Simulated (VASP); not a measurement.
# InAs (F-43m) in VASP: single point with r2SCAN0

Aim: the single point of InAs with r2SCAN0.

Program: VASP 6.6.1. These are calculated values, not measurements. Logs are shortened: lines on timing, memory, paths and dates and some standing lists are left out, and cuts for length are marked.

## 1. The cell of the first run

Symmetry: F-43m, No. 216, cubic system. Conventional cell: a = 5.954 Å, b = 5.954 Å, c = 5.954 Å, α = 90.00°, β = 90.00°, γ = 90.00°. Within 3.4 Å of In (site symmetry -43m) lie 4 As at 2.58 Å. As (site symmetry -43m) has 4 In at 2.58 Å within 3.4 Å.

## 2. Single point, r2SCAN0

File POSCAR:

```
InAs
1.0
    0.0000000000      2.9772112161      2.9772112161
    2.9772112161      0.0000000000      2.9772112161
    2.9772112161      2.9772112161      0.0000000000
In As
1 1
Direct
    0.0000000000      0.0000000000      0.0000000000
    0.7500000000      0.7500000000      0.7500000000
```

File INCAR.step1:

```
SYSTEM = InAs
PREC = Accurate ; ENCUT = 440
EDIFF = 1E-5 ; ISMEAR = -1
SIGMA = 0.05 ; LREAL = .False.
LASPH = .True. ; NELM = 120
ALGO = Normal ; ISIF = 2
LWAVE = .True. ; LCHARG = .False.
GGA = PE ; NBANDS = 21
GGA_COMPAT = .False.
```

File INCAR.step2:

```
SYSTEM = InAs
PREC = Accurate ; ENCUT = 440
EDIFF = 1E-6 ; ISMEAR = -1
SIGMA = 0.05 ; LREAL = .False.
LASPH = .True. ; NELM = 120
ALGO = Normal ; ISIF = 2
LWAVE = .False. ; LCHARG = .False.
METAGGA = R2SCAN ; LHFCALC = .True.
AEXX = 0.25 ; LMIXTAU = .True.
PRECFOCK = Normal ; ISTART = 1
NBANDS = 21 ; GGA_COMPAT = .False.
```

File KPOINTS:

```
Automatic mesh
0
Gamma
  4 4 4
  0 0 0
```

Potentials or basis: VASP PAW PBE potentials, release 64 (In_d, As_d).

Started as:

```
$ cat potpaw_PBE.64/In_d/POTCAR potpaw_PBE.64/As_d/POTCAR > POTCAR
$ cp INCAR.step1 INCAR
$ mpirun -np 1 vasp_std > vasp.out
$ cp INCAR.step2 INCAR
$ mpirun -np 1 vasp_std > vasp.out
```

OUTCAR:

```text
SYSTEM = InAs
   PREC = Accurate
   ENCUT = 440
   EDIFF = 1E-6
   ISMEAR = -1
   LREAL = .False.
   LASPH = .True.
   NELM = 120
   ISIF = 2
   METAGGA = R2SCAN
   LHFCALC = .True.
   AEXX = 0.25
   PRECFOCK = Normal
   ISTART = 1

 ion  position               nearest neighbor table
   1  0.000  0.000  0.000-   2 2.58   2 2.58   2 2.58   2 2.58
   2  0.750  0.750  0.750-   1 2.58   1 2.58   1 2.58   1 2.58

  LATTYP: Found a face centered cubic cell.
 ALAT       =     5.9544224322

  Lattice vectors:

 A1 = (   0.0000000000,   2.9772112161,   2.9772112161)
 A2 = (   2.9772112161,   0.0000000000,   2.9772112161)
 A3 = (   2.9772112161,   2.9772112161,   0.0000000000)

Analysis of symmetry for initial positions (statically):
=====================================================================
 Subroutine PRICEL returns:
 Original cell was already a primitive cell.

 Routine SETGRP: Setting up the symmetry group for a
 face centered cubic supercell.

 Subroutine GETGRP returns: Found 24 space group operations
 (whereof 24 operations were pure point group operations)
 out of a pool of 48 trial point group operations.

The static configuration has the point symmetry T_d .

Analysis of symmetry for dynamics (positions and initial velocities):
=====================================================================
 Subroutine PRICEL returns:
 Original cell was already a primitive cell.

 Routine SETGRP: Setting up the symmetry group for a
 face centered cubic supercell.

 Subroutine GETGRP returns: Found 24 space group operations
 (whereof 24 operations were pure point group operations)
 out of a pool of 48 trial point group operations.

The dynamic configuration has the point symmetry T_d .

 Subroutine INISYM returns: Found 24 space group operations
 (whereof 24 operations are pure point group operations),
 and found     1 'primitive' translations

----------------------------------------------------------------------------------------

                                     Primitive cell

  volume of cell :      52.7787

[... 69 lines left out ...]
   ENCUT  =  440.0 eV  32.34 Ry    5.69 a.u.   7.20  7.20  7.20*2*pi/ulx,y,z
   NELM   =    120;   NELMIN=  2; NELMDL=  0     # of ELM steps
   EDIFF  = 0.1E-05   stopping-criterion for ELM
   LREAL  =      F    real-space projection
   EDIFFG = 0.1E-04   stopping-criterion for IOM
   NSW    =      0    number of steps for IOM
   IBRION =     -1    ionic relax: 0-MD 1-quasi-New 2-CG
   NFREE  =      0    steps in history (QN), initial steepest desc. (CG)
   ISIF   =      2    stress and relaxation
   ISYM   =      3    0-nonsym 1-usesym 2-fastsym
   POTIM  = 0.5000    time-step for ionic-motion
   TEBEG  =    0.0;   TEEND  =   0.0 temperature during run
   PSTRESS=    0.0 pullay stress
   NELECT =      28.0000    total number of electrons
   NUPDOWN=      -1.0000    fix difference up-down
   EMIN   =  10.00;   EMAX   =-10.00  energy-range for DOS
   EFERMI =   0.00;   METHOD = LEGACY
   ISMEAR =    -1;   SIGMA  =   0.05  broadening in eV -4-tet -1-fermi 0-gaus
   EFERMI_NEDOS =   21; number of points for ismear=-14 and -15
   IALGO  =     38    algorithm
   IMIX   =      1    mixing-type and parameters
     AMIX     =   0.40;   BMIX     =  1.00
     AMIX_MAG =   1.60;   BMIX_MAG =  1.00
  volume/ion in A,a.u.               =      26.39       178.08
  Fermi-wavevector in a.u.,A,eV,Ry     =   1.325281  2.504417 23.896849  1.756369
  Thomas-Fermi vector in A             =   2.454753
   LORBIT       =      0    0 simple, 1 ext, 2 COOP (PROOUT), +10 PAW based schemes
   METAGGA = R2SCAN    functional components
   LHFCALC =     T    Hartree Fock is set to
   PRECFOCK=normal    Normal, Fast or Accurate (Low or Medium for compatibility)
   ENCUT4O =  -1.0   cutoff for four orbital integrals eV
   NKREDX  =     1    reduce k-point grid by
   NKREDY  =     1    reduce k-point grid by
   NKREDZ  =     1    reduce k-point grid by
   AEXX    =    0.2500 exact exchange contribution
   HFSCREEN=    0.0000 screening length (either q_TF or 0.3 A-1)
   HFSCREENC=   0.0000 screening length for correlation (either q_TF or 0.3 A-1)
   ENCUTFOCK=  -1.0 apply spherical cutoff to Coloumb kernel
   IVDW    =     0    specifies the selected vdW correction
   LEPSILON=     F    determine dielectric tensor
   LRPA    =     F    only Hartree local field effects (RPA)
 non-spin polarized calculation
  energy-cutoff  :      440.00
  volume of cell :       52.78
 maximum number of plane-waves:      1124
 NGX is ok and might be reduce to    30
  NGX = 24; NGY = 24; NGZ = 24

 number of electron      28.0000005 magnetization

 Free energy of the ion-electron system (eV)
  ---------------------------------------------------
  ext. energy  EPLUGINS =         0.00000000
  ---------------------------------------------------
  free energy    TOTEN  =       -32.98967593 eV

  energy without entropy =      -32.98967593  energy(sigma->0) =      -32.98967593

 E-fermi :   4.3566     XC(G=0):  -8.0416

 val. band max:        3.4234112770   @ k =   0.0000   0.0000   0.0000
 cond. band min:       5.2307607428   @ k =   0.0000   0.0000   0.0000
 fundamental gap:      1.8073494658
 Fermi energy:         4.3565746491

 k-point     1 :       0.0000    0.0000    0.0000
  band No.  band energies     occupation
      1     -35.6678      2.00000
      2     -35.6678      2.00000
      3     -35.6678      2.00000
      4     -35.6560      2.00000
      5     -35.6560      2.00000
      6     -13.1985      2.00000
[... 181 lines left out ...]
     20      17.7250      0.00000
     21      17.8159      0.00000

------------------------ aborting loop because EDIFF is reached ----------------------------------------

  FORCE on cell =-STRESS in cart. coord.  units (eV):
  Direction    XX          YY          ZZ          XY          YZ          ZX
  --------------------------------------------------------------------------------------
  -------------------------------------------------------------------------------------
  Total        1.4095520      1.4095520      1.4095520      0.0000000      0.0000000     -0.0000000
  in kB       42.7890607     42.7890607     42.7890607      0.0000000      0.0000000     -0.0000000
  external PRESSURE =      42.7890607 kB  Pullay stress =       0.0000000 kB

 VOLUME and BASIS-vectors are now :
 -----------------------------------------------------------------------------
  energy-cutoff  :      440.00
  volume of cell :       52.78
      direct lattice vectors                 reciprocal lattice vectors
     0.000000000  2.977211216  2.977211216    -0.167942401  0.167942401  0.167942401
     2.977211216  0.000000000  2.977211216     0.167942401 -0.167942401  0.167942401
     2.977211216  2.977211216  0.000000000     0.167942401  0.167942401 -0.167942401

 POSITION                                       TOTAL-FORCE (eV/Angst)
 -----------------------------------------------------------------------------------
      0.00000      0.00000      0.00000         0.000000      0.000000      0.000000
      4.46582      4.46582      4.46582        -0.000000     -0.000000     -0.000000
 -----------------------------------------------------------------------------------
    total drift:                               -0.000007     -0.000029      0.000033

  FREE ENERGIE OF THE ION-ELECTRON SYSTEM (eV)
  ---------------------------------------------------
  free  energy   TOTEN  =       -32.9896759275 eV

  energy  without entropy=      -32.9896759260  energy(sigma->0) =      -32.98967593
```

OUTCAR.step1:

```text
SYSTEM = InAs
   PREC = Accurate
   ENCUT = 440
   EDIFF = 1E-5
   ISMEAR = -1
   LREAL = .False.
[... 395 lines left out ...]
      0.00000      0.00000      0.00000        -0.000000     -0.000000     -0.000000
      4.46582      4.46582      4.46582         0.000000      0.000000      0.000000
 -----------------------------------------------------------------------------------
    total drift:                                0.000000      0.000000      0.000000

  FREE ENERGIE OF THE ION-ELECTRON SYSTEM (eV)
  ---------------------------------------------------
  free  energy   TOTEN  =        -7.4511359426 eV

  energy  without entropy=       -7.4476563413  energy(sigma->0) =       -7.44939614
```

OSZICAR.step1:

```text
N       E                     dE             d eps       ncg     rms          rms(c)
DAV:   1     0.225292496390E+03    0.22529E+03   -0.11600E+04   408   0.504E+03
DAV:   2     0.246885473078E+02   -0.20060E+03   -0.19389E+03   346   0.825E+02
DAV:   3    -0.616106070348E+01   -0.30850E+02   -0.30632E+02   371   0.161E+02
DAV:   4    -0.772041425432E+01   -0.15594E+01   -0.15581E+01   391   0.408E+01
DAV:   5    -0.777410583721E+01   -0.53692E-01   -0.53683E-01   463   0.765E+00    0.524E+00
DAV:   6    -0.748221539991E+01    0.29189E+00   -0.52501E-01   468   0.109E+01    0.288E+00
DAV:   7    -0.744933700707E+01    0.32878E-01   -0.19571E-01   519   0.337E+00    0.844E-01
DAV:   8    -0.745035688415E+01   -0.10199E-02   -0.23749E-02   521   0.256E+00    0.217E-01
DAV:   9    -0.745085817797E+01   -0.50129E-03   -0.15871E-03   482   0.591E-01    0.118E-01
DAV:  10    -0.745108718444E+01   -0.22901E-03   -0.33225E-04   426   0.211E-01    0.513E-02
DAV:  11    -0.745113856184E+01   -0.51377E-04   -0.11526E-04   320   0.117E-01    0.182E-02
DAV:  12    -0.745113594256E+01    0.26193E-05   -0.12756E-05   298   0.387E-02
   1 F= -.74511359E+01 E0= -.74493961E+01  d E =-.347960E-02
```

Wall time 5.3 min (1 thread of Intel Xeon 6975P-C (Granite Rapids), shared host); peak memory 0.18 GiB.

Results:

* Free energy: -32.9897 eV
* Pressure: 4.3 GPa
* Band gap on the k mesh: 1.81 eV

Caveat: the k points lie up to 0.46 Å⁻¹ apart; the PAW data sets were made with another functional, which shifts forces and pressure a little; spin-orbit coupling is left out, which moves the levels of the heavy elements.
